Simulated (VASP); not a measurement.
# KScS2 (P4/mmm) in VASP: a series of runs

Aim: see how the results for KScS2 move with the level of theory and the settings. Levels: PBE, r2SCAN. Tasks: single point.

All numbers are computed with VASP 6.6.1; they aren't measurements. Logs are shortened: lines on timing, memory, paths and dates and some standing lists are left out, and cuts for length are marked.

## Step 1: The cell of the first run

It takes space group P4/mmm (No. 123, tetragonal). Conventional cell: a = 4.035 Å, b = 4.035 Å, c = 5.465 Å, α = 90.00°, β = 90.00°, γ = 90.00°. Within 3.6 Å of K (site symmetry 4/mmm) lie 6 S at 2.73 to 2.85 Å. Within 3.6 Å of S (site symmetry 4/mmm) lie 2 K at 2.73 Å and 4 Sc at 2.85 Å. Within 3.6 Å of S (site symmetry 4/mmm) lie 2 Sc at 2.73 Å and 4 K at 2.85 Å. Sc (site symmetry 4/mmm) has 6 S at 2.73 to 2.85 Å within 3.6 Å.

## Step 2: Single point, PBE

Input file INCAR:

```
PREC     = Accurate       # precision mode
ENCUT    = 520            # plane-wave cutoff, eV
EDIFF    = 1E-6           # SCF threshold, eV
ISMEAR   = -1             # smearing method
SIGMA    = 0.02           # smearing width, eV
LREAL    = False          # projectors in reciprocal space
LASPH    = True           # aspherical terms in the spheres
NELM     = 60             # most SCF steps
ALGO     = Normal         # electronic algorithm
ISIF     = 2              # what is computed and relaxed
LWAVE    = False          # write WAVECAR
LCHARG   = False          # write CHGCAR
GGA      = PE             # functional
NBANDS   = 24             # bands
```

Input file KPOINTS:

```
regular mesh
0
Gamma
  6 6 4
```

Input file POSCAR:

```
KScS2
1.0
    4.0352596641      0.0000000000      0.0000000000
    0.0000000000      4.0352596641      0.0000000000
    0.0000000000      0.0000000000      5.4654928633
K S Sc
1 2 1
Direct
    0.0000000000      0.0000000000      0.0000000000
    0.0000000000      0.0000000000      0.5000000000
    0.5000000000      0.5000000000      0.0000000000
    0.5000000000      0.5000000000      0.5000000000
```

Potentials or basis: VASP PAW PBE potentials, release 64 (K_sv, S, Sc_sv).

Launch:

```bash
$ cat potpaw_PBE.64/K_sv/POTCAR potpaw_PBE.64/S/POTCAR potpaw_PBE.64/Sc_sv/POTCAR > POTCAR
$ mpirun -np 1 vasp_std > vasp.out
```

OUTCAR:

```text
PREC = Accurate
   ENCUT = 520
   EDIFF = 1E-6
   ISMEAR = -1
   LREAL = False
   LASPH = True
   NELM = 60
   ISIF = 2
   GGA = PE

 ion  position               nearest neighbor table
   1  0.000  0.000  0.000-   2 2.73   2 2.73   3 2.85   3 2.85   3 2.85   3 2.85
   2  0.000  0.000  0.500-   1 2.73   1 2.73   4 2.85   4 2.85   4 2.85   4 2.85
   3  0.500  0.500  0.000-   4 2.73   4 2.73   1 2.85   1 2.85   1 2.85   1 2.85
   4  0.500  0.500  0.500-   3 2.73   3 2.73   2 2.85   2 2.85   2 2.85   2 2.85

  LATTYP: Found a simple tetragonal cell.
 ALAT       =     4.0352596641
 C/A-ratio  =     1.3544339939

  Lattice vectors:

 A1 = (   4.0352596641,   0.0000000000,   0.0000000000)
 A2 = (   0.0000000000,   4.0352596641,   0.0000000000)
 A3 = (   0.0000000000,   0.0000000000,   5.4654928633)

Analysis of symmetry for initial positions (statically):
=====================================================================
 Subroutine PRICEL returns:
 Original cell was already a primitive cell.

 Routine SETGRP: Setting up the symmetry group for a
 simple tetragonal supercell.

 Subroutine GETGRP returns: Found 16 space group operations
 (whereof 16 operations were pure point group operations)
 out of a pool of 16 trial point group operations.

The static configuration has the point symmetry D_4h.

Analysis of symmetry for dynamics (positions and initial velocities):
=====================================================================
 Subroutine PRICEL returns:
 Original cell was already a primitive cell.

 Routine SETGRP: Setting up the symmetry group for a
 simple tetragonal supercell.

 Subroutine GETGRP returns: Found 16 space group operations
 (whereof 16 operations were pure point group operations)
 out of a pool of 16 trial point group operations.

The dynamic configuration has the point symmetry D_4h.

 Subroutine INISYM returns: Found 16 space group operations
 (whereof 16 operations are pure point group operations),
 and found     1 'primitive' translations

----------------------------------------------------------------------------------------

                                     Primitive cell

  volume of cell :      88.9964

  direct lattice vectors                    reciprocal lattice vectors
     4.035259664  0.000000000  0.000000000     0.247815527  0.000000000  0.000000000
     0.000000000  4.035259664  0.000000000     0.000000000  0.247815527  0.000000000
     0.000000000  0.000000000  5.465492863     0.000000000  0.000000000  0.182966116

  length of vectors
     4.035259664  4.035259664  5.465492863     0.247815527  0.247815527  0.182966116
[... 86 lines left out ...]
   LREAL  =      F    real-space projection
   EDIFFG = 0.1E-04   stopping-criterion for IOM
   NSW    =      0    number of steps for IOM
   IBRION =     -1    ionic relax: 0-MD 1-quasi-New 2-CG
   NFREE  =      0    steps in history (QN), initial steepest desc. (CG)
   ISIF   =      2    stress and relaxation
   ISYM   =      2    0-nonsym 1-usesym 2-fastsym
   POTIM  = 0.5000    time-step for ionic-motion
   TEBEG  =    0.0;   TEEND  =   0.0 temperature during run
   PSTRESS=    0.0 pullay stress
   NELECT =      32.0000    total number of electrons
   NUPDOWN=      -1.0000    fix difference up-down
   EMIN   =  10.00;   EMAX   =-10.00  energy-range for DOS
   EFERMI =   0.00;   METHOD = LEGACY
   ISMEAR =    -1;   SIGMA  =   0.02  broadening in eV -4-tet -1-fermi 0-gaus
   EFERMI_NEDOS =   21; number of points for ismear=-14 and -15
   IALGO  =     38    algorithm
   IMIX   =      4    mixing-type and parameters
     AMIX     =   0.40;   BMIX     =  1.00
     AMIX_MAG =   1.60;   BMIX_MAG =  1.00
  volume/ion in A,a.u.               =      22.25       150.14
  Fermi-wavevector in a.u.,A,eV,Ry     =   1.164128  2.199883 18.438533  1.355194
  Thomas-Fermi vector in A             =   2.300670
   LORBIT       =      0    0 simple, 1 ext, 2 COOP (PROOUT), +10 PAW based schemes
   GGA     = PE    functional components
   LHFCALC =     F    Hartree Fock is set to
   AEXX    =    0.0000 exact exchange contribution
   IVDW    =     0    specifies the selected vdW correction
   LEPSILON=     F    determine dielectric tensor
   LRPA    =     F    only Hartree local field effects (RPA)
 non-spin polarized calculation
  energy-cutoff  :      520.00
  volume of cell :       89.00
 maximum number of plane-waves:      2419
   NGX = 15   NGY = 15   NGZ = 21

 number of electron      32.0000002 magnetization

 Free energy of the ion-electron system (eV)
  ---------------------------------------------------
  ext. energy  EPLUGINS =         0.00000000
  ---------------------------------------------------
  free energy    TOTEN  =       -20.46710888 eV

  energy without entropy =      -20.46648599  energy(sigma->0) =      -20.46679744

 E-fermi :   2.9284     XC(G=0):  -9.4646

 val. band max:        2.9031798029   @ k =   0.0000   0.0000   0.0000
 cond. band min:       2.9467003969   @ k =   0.0000   0.0000   0.0000
 fundamental gap:      0.0435205940
 Fermi energy:         2.9283635186

 k-point     1 :       0.0000    0.0000    0.0000
  band No.  band energies     occupation
      1     -47.7586      2.00000
      2     -26.3631      2.00000
      3     -26.3631      2.00000
      4     -26.1808      2.00000
      5     -24.8877      2.00000
      6      -9.3851      2.00000
[... 637 lines left out ...]
     23       8.1763      0.00000
     24       9.8134      0.00000

 [... further k-points ...]

------------------------ aborting loop because EDIFF is reached ----------------------------------------

  FORCE on cell =-STRESS in cart. coord.  units (eV):
  Direction    XX          YY          ZZ          XY          YZ          ZX
  --------------------------------------------------------------------------------------
  -------------------------------------------------------------------------------------
  Total        0.4246073      0.4246073      0.5398565      0.0000000      0.0000000      0.0000000
  in kB        7.6440893      7.6440893      9.7188894      0.0000000      0.0000000      0.0000000
  external PRESSURE =       8.3356893 kB  Pullay stress =       0.0000000 kB

 VOLUME and BASIS-vectors are now :
 -----------------------------------------------------------------------------
  energy-cutoff  :      520.00
  volume of cell :       89.00
      direct lattice vectors                 reciprocal lattice vectors
     4.035259664  0.000000000  0.000000000     0.247815527  0.000000000  0.000000000
     0.000000000  4.035259664  0.000000000     0.000000000  0.247815527  0.000000000
     0.000000000  0.000000000  5.465492863     0.000000000  0.000000000  0.182966116

 POSITION                                       TOTAL-FORCE (eV/Angst)
 -----------------------------------------------------------------------------------
      0.00000      0.00000      0.00000         0.000000      0.000000      0.000000
      0.00000      0.00000      2.73275         0.000000      0.000000      0.000000
      2.01763      2.01763      0.00000         0.000000      0.000000      0.000000
      2.01763      2.01763      2.73275         0.000000      0.000000      0.000000
 -----------------------------------------------------------------------------------
    total drift:                                0.000000      0.000000      0.000000

  FREE ENERGIE OF THE ION-ELECTRON SYSTEM (eV)
  ---------------------------------------------------
  free  energy   TOTEN  =       -20.4671088843 eV

  energy  without entropy=      -20.4664859876  energy(sigma->0) =      -20.46679744
```

OSZICAR:

```text
N       E                     dE             d eps       ncg     rms          rms(c)
DAV:   1     0.335712150699E+03    0.33571E+03   -0.14775E+04  1440   0.130E+03
DAV:   2     0.898974697585E+01   -0.32672E+03   -0.31101E+03  1480   0.384E+02
DAV:   3    -0.237568420966E+02   -0.32747E+02   -0.31417E+02  2168   0.113E+02
DAV:   4    -0.251258896812E+02   -0.13690E+01   -0.13672E+01  2480   0.228E+01
DAV:   5    -0.251646296962E+02   -0.38740E-01   -0.38726E-01  1944   0.319E+00    0.132E+01
DAV:   6    -0.206225042439E+02    0.45421E+01   -0.67570E+00  2064   0.215E+01    0.793E+00
DAV:   7    -0.205427470831E+02    0.79757E-01   -0.88183E-01  2048   0.788E+00    0.473E+00
DAV:   8    -0.206970746640E+02   -0.15433E+00   -0.90224E-01  1968   0.117E+01    0.319E+00
DAV:   9    -0.204990264264E+02    0.19805E+00   -0.40954E-01  1976   0.875E+00    0.163E+00
DAV:  10    -0.204678386542E+02    0.31188E-01   -0.65946E-02  1968   0.347E+00    0.365E-01
DAV:  11    -0.204681556626E+02   -0.31701E-03   -0.37636E-03  2000   0.357E-01    0.351E-01
DAV:  12    -0.204671346496E+02    0.10210E-02   -0.22520E-03  2080   0.572E-01    0.937E-02
DAV:  13    -0.204671713496E+02   -0.36700E-04   -0.36426E-04  1896   0.128E-01    0.645E-02
DAV:  14    -0.204671086455E+02    0.62704E-04   -0.85489E-05  2008   0.125E-01    0.376E-02
DAV:  15    -0.204671111404E+02   -0.24949E-05   -0.11935E-05  1992   0.197E-02    0.186E-02
DAV:  16    -0.204671096490E+02    0.14914E-05   -0.18809E-06  1624   0.141E-02    0.593E-03
DAV:  17    -0.204671088843E+02    0.76473E-06   -0.26334E-06  1744   0.202E-02
   1 F= -.20467109E+02 E0= -.20466797E+02  d E =-.622897E-03
```

Wall time 48 s (1 thread of Intel Xeon Platinum 8488C (Sapphire Rapids), shared host); peak memory 0.22 GiB.

What came out:

| Property | Result |
| --- | --- |
| Free energy | -20.4671 eV |
| Pressure | 0.8 GPa |
| Band gap on the k mesh | 0.04 eV, direct |

Stress tensor (GPa, compression positive):
```
0.76 0.00 0.00
0.00 0.76 0.00
0.00 0.00 0.97
```

Levels at points of the mesh, in eV from the valence-band top:
```csv
k point,band 13,band 14,band 15,band 16,band 17,band 18,band 19,band 20
"(0.00, 0.00, 0.00)",-1.88,-0.37,0.00,0.00,0.04,1.06,1.33,1.33
"(0.50, 0.00, 0.00)",-1.97,-1.88,-1.46,-0.80,1.51,1.72,1.90,2.14
"(0.50, 0.50, 0.00)",-1.54,-0.78,-0.54,-0.54,0.58,0.58,1.73,1.88
"(0.00, 0.00, 0.50)",-1.92,-1.92,-0.51,-0.51,0.11,1.07,1.93,2.20
"(0.50, 0.00, 0.50)",-2.75,-2.43,-1.12,-1.05,1.75,2.16,2.25,3.45
"(0.50, 0.50, 0.50)",-2.72,-1.84,-1.29,-1.29,1.89,1.89,1.90,1.97
```

A k mesh can miss the band edges.

## Step 3: Single point, r2SCAN

POSCAR is that of step 2.

Input file INCAR.step1:

```
SYSTEM = KScS2
ALGO = Normal ; EDIFF = 1E-4
ENCUT = 520 ; GGA = PE
ISMEAR = -1 ; LASPH = .TRUE.
LCHARG = .FALSE. ; LREAL = .FALSE.
LWAVE = .TRUE. ; NBANDS = 24
NELM = 80 ; PREC = Accurate
SIGMA = 0.02
```

Input file INCAR.step2:

```
SYSTEM = KScS2
ALGO = Normal ; EDIFF = 1E-6
ENCUT = 520 ; ISIF = 2
ISMEAR = -1 ; ISTART = 1
LASPH = .TRUE. ; LCHARG = .TRUE.
LELF = .TRUE. ; LMIXTAU = .TRUE.
LREAL = .FALSE. ; LVHAR = .TRUE.
LWAVE = .FALSE. ; METAGGA = R2SCAN
NBANDS = 24 ; NELM = 80
PREC = Accurate ; SIGMA = 0.02
```

Input file KPOINTS:

```
k-points
0
G
  6 6 4
  0 0 0
```

Potentials or basis: VASP PAW PBE potentials, release 64 (K_sv, S, Sc_sv).

Launch:

```bash
$ cat potpaw_PBE.64/K_sv/POTCAR potpaw_PBE.64/S/POTCAR potpaw_PBE.64/Sc_sv/POTCAR > POTCAR
$ cp INCAR.step1 INCAR
$ mpirun -np 1 vasp_std > vasp.out
$ cp INCAR.step2 INCAR
$ mpirun -np 1 vasp_std > vasp.out
```

OUTCAR:

```text
SYSTEM = KScS2
   EDIFF = 1E-6
   ENCUT = 520
   ISIF = 2
   ISMEAR = -1
   ISTART = 1
   LASPH = .TRUE.
   LREAL = .FALSE.
   METAGGA = R2SCAN
   NELM = 80
   PREC = Accurate

 ion  position               nearest neighbor table
   1  0.000  0.000  0.000-   2 2.73   2 2.73   3 2.85   3 2.85   3 2.85   3 2.85
   2  0.000  0.000  0.500-   1 2.73   1 2.73   4 2.85   4 2.85   4 2.85   4 2.85
   3  0.500  0.500  0.000-   4 2.73   4 2.73   1 2.85   1 2.85   1 2.85   1 2.85
   4  0.500  0.500  0.500-   3 2.73   3 2.73   2 2.85   2 2.85   2 2.85   2 2.85

[... 848 lines left out ...]
  --------------------------------------------------------------------------------------
  -------------------------------------------------------------------------------------
  Total        0.0997567      0.0997567      0.1852884      0.0000000     -0.0000000      0.0000000
  in kB        1.7958918      1.7958918      3.3356956      0.0000000     -0.0000000      0.0000000
  external PRESSURE =       2.3091597 kB  Pullay stress =       0.0000000 kB

 VOLUME and BASIS-vectors are now :
 -----------------------------------------------------------------------------
  energy-cutoff  :      520.00
  volume of cell :       89.00
      direct lattice vectors                 reciprocal lattice vectors
     4.035259664  0.000000000  0.000000000     0.247815527  0.000000000  0.000000000
     0.000000000  4.035259664  0.000000000     0.000000000  0.247815527  0.000000000
     0.000000000  0.000000000  5.465492863     0.000000000  0.000000000  0.182966116

 POSITION                                       TOTAL-FORCE (eV/Angst)
 -----------------------------------------------------------------------------------
      0.00000      0.00000      0.00000         0.000000      0.000000      0.000000
      0.00000      0.00000      2.73275         0.000000      0.000000      0.000000
      2.01763      2.01763      0.00000         0.000000      0.000000      0.000000
      2.01763      2.01763      2.73275         0.000000      0.000000      0.000000
 -----------------------------------------------------------------------------------
    total drift:                                0.000000      0.000000      0.000000

  FREE ENERGIE OF THE ION-ELECTRON SYSTEM (eV)
  ---------------------------------------------------
  free  energy   TOTEN  =       -39.3245846104 eV

  energy  without entropy=      -39.3245736203  energy(sigma->0) =      -39.32457912
```

OUTCAR.step1:

```text
SYSTEM = KScS2
   EDIFF = 1E-4
   ENCUT = 520
   GGA = PE
   ISMEAR = -1
   LASPH = .TRUE.
[... 876 lines left out ...]
      0.00000      0.00000      2.73275         0.000000      0.000000      0.000000
      2.01763      2.01763      0.00000         0.000000      0.000000      0.000000
      2.01763      2.01763      2.73275         0.000000      0.000000      0.000000
 -----------------------------------------------------------------------------------
    total drift:                                0.000000      0.000000      0.000000

  FREE ENERGIE OF THE ION-ELECTRON SYSTEM (eV)
  ---------------------------------------------------
  free  energy   TOTEN  =       -20.4671698794 eV

  energy  without entropy=      -20.4664679754  energy(sigma->0) =      -20.46681893
```

Run time: 2.6 min. Hardware: 1 thread of Intel Xeon Platinum 8488C (Sapphire Rapids), shared host; peak memory 0.23 GiB.

What came out:

```yaml
Free_energy: -39.3246 eV
Pressure: 0.2 GPa
Band_gap_on_the_k_mesh: 0.26 eV, direct
```

Caveat: the PAW data sets were made with another functional, which shifts forces and pressure a little. A k mesh can miss the band edges.
